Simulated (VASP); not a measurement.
# MnO (P4/nmm) in VASP: notebook, part 2 of 2

VASP 6.6.1. The steps go on from the part before.

## Step 4: Single point, PBE, collinear spin, ferromagnetic start

This run uses another cell than the first one, of 13.18 Å³/atom.

INCAR

```
SYSTEM = MnO
PREC = Accurate
ENCUT = 520
EDIFF = 1E-7
ISMEAR = -1
SIGMA = 0.05
LREAL = .FALSE.
LASPH = .TRUE.
NELM = 150
ALGO = Normal
ISIF = 2
LWAVE = .FALSE.
LCHARG = .FALSE.
ISPIN = 2
MAGMOM = 4 4 0 0
LORBIT = 11
LMAXMIX = 4
GGA = PE
NBANDS = 31
```

KPOINTS

```
Automatic mesh
0
G
  8 8 6
  0 0 0
```

POSCAR

```
MnO
1.0
    3.3022665016      0.0000000000      0.0000000000
    0.0000000000      3.3022665016      0.0000000000
    0.0000000000      0.0000000000      4.8351488344
Mn O
2 2
Direct
    0.0000000000      0.0000000000      0.0000000000
    0.5000000000      0.5000000000      0.0000000000
    0.5000000000      0.0000000000      0.2670000000
    0.0000000000      0.5000000000      0.7330000000
```

Launch:

```
> cat potpaw_PBE.64/Mn_pv/POTCAR potpaw_PBE.64/O/POTCAR > POTCAR
> mpirun -np 1 vasp_std > vasp.out
```

Run time: 86 s. Hardware: 1 thread of Intel Xeon 6975P-C (Granite Rapids), shared host; peak memory 0.28 GiB.

The run converged. Its results:

```yaml
Free_energy: -29.9568 eV
Pressure: -16.2 GPa
Largest_force: 3.024 eV/Å
Net_moment: 2.76 μB per cell
Site_moments: Mn +1.50; O -0.13 μB
Valence_electrons_inside_the_program's_atomic_spheres: Mn 11.77; O 4.84
```

Forces on the atoms (eV/Å):
```
Mn   0.000  0.000  0.000
Mn   0.000  0.000  0.000
O    0.000  0.000 -3.024
O    0.000  0.000  3.024
```

Stress tensor (GPa, compression positive):
```
-12.49   0.00   0.00
  0.00 -12.49   0.00
  0.00   0.00 -23.50
```

Levels at points of the mesh, in eV from the Fermi level:
Spin up:
```
           k point  band 16  band 17  band 18  band 19  band 20  band 21  band 22  band 23  band 24  band 25
(0.00, 0.00, 0.00)    -1.53    -0.90    -0.70     0.01     0.01     0.08     0.39     0.58     0.58     1.72
(0.50, 0.00, 0.00)    -2.07    -1.82    -1.82    -1.42    -1.42     0.43     0.43     0.44     0.44     4.78
(0.50, 0.50, 0.00)    -2.94    -2.22    -2.22    -0.94    -0.94    -0.27    -0.27     0.89     0.89     5.46
(0.00, 0.00, 0.50)    -1.52    -1.06    -0.66     0.08     0.08     0.08     0.48     0.48     1.72     1.75
(0.50, 0.00, 0.50)    -2.02    -1.83    -1.83    -1.43    -1.43     0.49     0.49     0.59     0.59     4.84
(0.50, 0.50, 0.50)    -2.82    -2.46    -2.46    -1.07    -1.07    -0.27    -0.27     0.94     0.94     6.30
```
Spin down:
| k point | band 14 | band 15 | band 16 | band 17 | band 18 | band 19 | band 20 | band 21 | band 22 | band 23 |
| --- | --- | --- | --- | --- | --- | --- | --- | --- | --- | --- |
| (0.00, 0.00, 0.00) | -4.23 | -3.24 | -0.69 | -0.42 | 0.78 | 0.87 | 1.45 | 1.45 | 1.46 | 1.46 |
| (0.50, 0.00, 0.00) | -4.59 | -0.92 | -0.92 | -0.84 | -0.84 | 0.18 | 0.18 | 1.44 | 1.44 | 1.78 |
| (0.50, 0.50, 0.00) | -4.22 | -1.95 | -1.95 | -1.35 | -1.35 | 0.83 | 0.83 | 1.32 | 1.32 | 2.04 |
| (0.00, 0.00, 0.50) | -4.03 | -3.23 | -0.49 | -0.35 | 0.93 | 1.39 | 1.39 | 1.51 | 1.51 | 1.91 |
| (0.50, 0.00, 0.50) | -4.50 | -0.93 | -0.93 | -0.77 | -0.77 | 0.16 | 0.16 | 1.50 | 1.50 | 1.88 |
| (0.50, 0.50, 0.50) | -4.20 | -1.82 | -1.82 | -1.47 | -1.47 | 0.74 | 0.74 | 1.32 | 1.32 | 2.05 |

Caveat: the cell stands under tension; semilocal functionals often make such compounds metallic where correlation or magnetic order opens a gap, which also shifts bond lengths; only a ferromagnetic start was run, and an antiferromagnetic order may lie lower in energy; forces of over 1 eV/Å act on the atoms, so gaps and moduli don't describe the material at rest. With open d or f shells a metallic result of PBE can be an artefact of self-interaction; +U or a hybrid may open a gap.

## Step 5: Single point, PBE, collinear spin, ferromagnetic start

This run uses another cell than the first one, of 13.45 Å³/atom.

INCAR

```
PREC     = Accurate       # precision mode
ENCUT    = 520            # plane-wave cutoff, eV
EDIFF    = 1E-6           # SCF threshold, eV
ISMEAR   = -1             # smearing method
SIGMA    = 0.05           # smearing width, eV
LREAL    = F              # projectors in reciprocal space
LASPH    = T              # aspherical terms in the spheres
NELM     = 150            # most SCF steps
ALGO     = Normal         # electronic algorithm
ISIF     = 2              # what is computed and relaxed
LWAVE    = F              # write WAVECAR
LCHARG   = F              # write CHGCAR
ISPIN    = 2              # spin polarisation
MAGMOM   = 4 4 0 0        # initial moments
LORBIT   = 11             # projections on sites
LMAXMIX  = 4              # l up to which the mixer works
GGA      = PE             # functional
NBANDS   = 31             # bands
```

KPOINTS

```
Automatic mesh
0
Gamma
  8 8 6
```

POSCAR

```
MnO
1.0
    3.3245797900      0.0000000000      0.0000000000
    0.0000000000      3.3245797900      0.0000000000
    0.0000000000      0.0000000000      4.8678197500
Mn O
2 2
Direct
    0.0000000000      0.0000000000      0.0000000000
    0.5000000000      0.5000000000      0.0000000000
    0.5000000000      0.0000000000      0.2670000000
    0.0000000000      0.5000000000      0.7330000000
```

Launch:

```
> cat potpaw_PBE.64/Mn_pv/POTCAR potpaw_PBE.64/O/POTCAR > POTCAR
> mpirun -np 1 vasp_std > vasp.out
```

It took 5.5 min on 1 thread of Intel Xeon 8259CL, shared host; peak memory 0.29 GiB.

Results (log left out):

```
Free energy                                           : -29.8429 eV
Pressure                                              : -18.1 GPa
Largest force                                         : 3.169 eV/Å
Net moment                                            : 2.77 μB per cell
Site moments                                          : Mn +1.51; O -0.14 μB
Valence electrons inside the program's atomic spheres : Mn 11.73; O 4.83
```

Forces in eV/Å, atoms in the order of the input:
```
Mn   0.000  0.000  0.000
Mn   0.000  0.000  0.000
O    0.000  0.000 -3.169
O    0.000  0.000  3.169
```

Stress tensor (GPa, compression positive):
```
-14.87   0.00   0.00
  0.00 -14.87   0.00
  0.00   0.00 -24.42
```

Levels at points of the mesh, in eV from the Fermi level:
Spin up:
```csv
k point,band 16,band 17,band 18,band 19,band 20,band 21,band 22,band 23,band 24,band 25
"(0.00, 0.00, 0.00)",-1.48,-0.86,-0.69,0.01,0.01,0.06,0.38,0.57,0.57,1.67
"(0.50, 0.00, 0.00)",-2.01,-1.77,-1.77,-1.39,-1.39,0.42,0.42,0.44,0.44,4.69
"(0.50, 0.50, 0.00)",-2.85,-2.15,-2.15,-0.91,-0.91,-0.27,-0.27,0.87,0.87,5.39
"(0.00, 0.00, 0.50)",-1.48,-1.02,-0.65,0.06,0.07,0.07,0.47,0.47,1.67,1.73
"(0.50, 0.00, 0.50)",-1.97,-1.77,-1.77,-1.40,-1.40,0.48,0.48,0.57,0.57,4.75
"(0.50, 0.50, 0.50)",-2.74,-2.39,-2.39,-1.04,-1.04,-0.27,-0.27,0.91,0.91,6.21
```
Spin down:
| k point | band 14 | band 15 | band 16 | band 17 | band 18 | band 19 | band 20 | band 21 | band 22 | band 23 |
| --- | --- | --- | --- | --- | --- | --- | --- | --- | --- | --- |
| (0.00, 0.00, 0.00) | -4.13 | -3.11 | -0.64 | -0.37 | 0.79 | 0.90 | 1.45 | 1.45 | 1.47 | 1.47 |
| (0.50, 0.00, 0.00) | -4.47 | -0.86 | -0.86 | -0.77 | -0.77 | 0.23 | 0.23 | 1.45 | 1.45 | 1.77 |
| (0.50, 0.50, 0.00) | -4.12 | -1.85 | -1.85 | -1.26 | -1.26 | 0.87 | 0.87 | 1.33 | 1.33 | 2.03 |
| (0.00, 0.00, 0.50) | -3.94 | -3.11 | -0.44 | -0.30 | 0.96 | 1.39 | 1.39 | 1.52 | 1.52 | 1.89 |
| (0.50, 0.00, 0.50) | -4.39 | -0.87 | -0.87 | -0.70 | -0.70 | 0.21 | 0.21 | 1.50 | 1.50 | 1.87 |
| (0.50, 0.50, 0.50) | -4.11 | -1.73 | -1.73 | -1.38 | -1.38 | 0.78 | 0.78 | 1.33 | 1.33 | 2.04 |

Caveat: the cell stands under tension; semilocal functionals often make such compounds metallic where correlation or magnetic order opens a gap, which also shifts bond lengths; only a ferromagnetic start was run, and an antiferromagnetic order may lie lower in energy; forces of over 1 eV/Å act on the atoms, so gaps and moduli don't describe the material at rest. With open d or f shells a metallic result of PBE can be an artefact of self-interaction; +U or a hybrid may open a gap.

## Step 6: Single point, PBE, collinear spin, ferromagnetic start

This run uses another cell than the first one, of 13.45 Å³/atom.

INCAR

```
SYSTEM = MnO
PREC = Accurate ; ENCUT = 520
EDIFF = 1E-7 ; ISMEAR = -1
SIGMA = 0.05 ; LREAL = .False.
LASPH = .True. ; NELM = 150
ALGO = Normal ; ISIF = 2
LWAVE = .False. ; LCHARG = .False.
ISPIN = 2 ; MAGMOM = 4 4 0 0
LORBIT = 11 ; LMAXMIX = 4
GGA = PE ; NBANDS = 31
```

KPOINTS

```
Automatic mesh
0
Gamma
  8 8 6
  0 0 0
```

POSCAR is that of step 5.

Potentials or basis: VASP PAW PBE potentials, release 64 (Mn_pv, O).

Launch:

```
> cat potpaw_PBE.64/Mn_pv/POTCAR potpaw_PBE.64/O/POTCAR > POTCAR
> mpirun -np 1 vasp_std > vasp.out
```

Run time: 5.6 min. Hardware: 1 thread of Intel Xeon 8259CL, shared host; peak memory 0.28 GiB.

Results (log left out):

| Property | Result |
| --- | --- |
| Free energy | -29.8429 eV |
| Pressure | -18.1 GPa |
| Largest force | 3.169 eV/Å |
| Net moment | 2.77 μB per cell |
| Site moments | Mn +1.51; O -0.14 μB |
| Valence electrons inside the program's atomic spheres | Mn 11.73; O 4.83 |

Forces on the atoms (eV/Å):
```
Mn   0.000  0.000  0.000
Mn   0.000  0.000  0.000
O    0.000  0.000 -3.169
O    0.000  0.000  3.169
```

Stress tensor (GPa, compression positive):
```
-14.88   0.00   0.00
  0.00 -14.88   0.00
  0.00   0.00 -24.43
```

Levels at points of the mesh, in eV from the Fermi level:
Spin up:
```
           k point  band 17  band 18  band 19  band 20  band 21  band 22  band 23  band 24
(0.00, 0.00, 0.00)    -0.86    -0.69     0.01     0.01     0.06     0.38     0.57     0.57
(0.50, 0.00, 0.00)    -1.77    -1.77    -1.39    -1.39     0.42     0.42     0.44     0.44
(0.50, 0.50, 0.00)    -2.15    -2.15    -0.91    -0.91    -0.27    -0.27     0.87     0.87
(0.00, 0.00, 0.50)    -1.02    -0.65     0.06     0.07     0.07     0.47     0.47     1.67
(0.50, 0.00, 0.50)    -1.77    -1.77    -1.40    -1.40     0.48     0.48     0.57     0.57
(0.50, 0.50, 0.50)    -2.39    -2.39    -1.04    -1.04    -0.27    -0.27     0.91     0.91
```
Spin down:
| k point | band 14 | band 15 | band 16 | band 17 | band 18 | band 19 | band 20 | band 21 | band 22 | band 23 |
| --- | --- | --- | --- | --- | --- | --- | --- | --- | --- | --- |
| (0.00, 0.00, 0.00) | -4.13 | -3.11 | -0.64 | -0.37 | 0.79 | 0.90 | 1.45 | 1.45 | 1.47 | 1.47 |
| (0.50, 0.00, 0.00) | -4.47 | -0.86 | -0.86 | -0.77 | -0.77 | 0.23 | 0.23 | 1.45 | 1.45 | 1.77 |
| (0.50, 0.50, 0.00) | -4.12 | -1.85 | -1.85 | -1.26 | -1.26 | 0.87 | 0.87 | 1.33 | 1.33 | 2.03 |
| (0.00, 0.00, 0.50) | -3.94 | -3.11 | -0.44 | -0.30 | 0.96 | 1.39 | 1.39 | 1.52 | 1.52 | 1.89 |
| (0.50, 0.00, 0.50) | -4.39 | -0.87 | -0.87 | -0.70 | -0.70 | 0.21 | 0.21 | 1.50 | 1.50 | 1.87 |
| (0.50, 0.50, 0.50) | -4.11 | -1.73 | -1.73 | -1.38 | -1.38 | 0.78 | 0.78 | 1.33 | 1.33 | 2.04 |

Caveat: the cell stands under tension; semilocal functionals often make such compounds metallic where correlation or magnetic order opens a gap, which also shifts bond lengths; only a ferromagnetic start was run, and an antiferromagnetic order may lie lower in energy; forces of over 1 eV/Å act on the atoms, so gaps and moduli don't describe the material at rest. With open d or f shells a metallic result of PBE can be an artefact of self-interaction; +U or a hybrid may open a gap.

## Step 7: Overview

```csv
cell,gap on the mesh (eV),pressure (GPa),moment (μB),largest force (eV/Å)
"a = 3.257, b = 3.257, c = 4.768 Å, 4 atoms",none,-11.7,2.68,2.71
"a = 3.280, b = 3.280, c = 4.802 Å, 4 atoms",none,-14.0,2.73,2.87
"a = 3.302, b = 3.302, c = 4.835 Å, 4 atoms",none,-16.2,2.76,3.02
"a = 3.325, b = 3.325, c = 4.868 Å, 4 atoms",none,-18.1,2.77,3.17
```

Alike in all rows: task single point; level PBE; potentials or basis VASP PAW PBE potentials, release 64 (Mn_pv, O); spin collinear, ferromagnetic start; k mesh 8 × 8 × 6; cutoff (eV) 520; smearing fermi-dirac 0.05 eV.

Caveats: the cell stands under tension; semilocal functionals often make such compounds metallic where correlation or magnetic order opens a gap, which also shifts bond lengths; only a ferromagnetic start was run, and an antiferromagnetic order may lie lower in energy; forces of over 1 eV/Å act on the atoms, so gaps and moduli don't describe the material at rest.

Total energies depend on the potentials used, so only differences within one code and one set of settings carry meaning.
